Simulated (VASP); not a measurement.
HfO2, 12 atoms in the cell. Symmetry: P2_1/c, No. 14, monoclinic system. Conventional cell: a = 5.120 Å, b = 5.209 Å, c = 5.299 Å, α = 90.00°, β = 99.30°, γ = 90.00°. Within 2.7 Å of Hf (site symmetry 1) lie 7 O at 2.05 to 2.25 Å. Within 3.1 Å of O (site symmetry 1) lie 3 Hf at 2.05 to 2.15 Å and 9 O at 2.55 to 3.01 Å. O (site symmetry 1) has 4 Hf at 2.14 to 2.25 Å and 5 O at 2.55 to 2.75 Å within 2.8 Å. 

* Program: VASP 6.6.1
* Task: single point
* Functional: revPBE
* Dispersion: D4
* Potentials or basis: VASP PAW PBE potentials, release 64 (Hf_pv, O)
* Cutoff: 600 eV
* k mesh: 5 × 5 × 5
* Occupations: fermi-dirac, width 0.05 eV
* Spin: no spin polarisation
* Dipole correction: no
* Further INCAR settings: ALGO = Normal; EDIFF = 1e-06; NBANDS = 56

Potentials or basis: VASP PAW PBE potentials, release 64 (Hf_pv, O).

Command:

```console
$ cat potpaw_PBE.64/Hf_pv/POTCAR potpaw_PBE.64/O/POTCAR > POTCAR
$ mpirun -np 1 vasp_std > vasp.out
```

Hardware: 1 thread of AMD EPYC 7R13 Processor (Zen 3), with other jobs on the host.

Q: How long does it take, and how much memory?

A: Run time: 6.2 min on 1 thread of AMD EPYC 7R13 Processor (Zen 3), on a shared host, peak memory 0.39 GiB. Counts: scf iterations 16, k points 39.
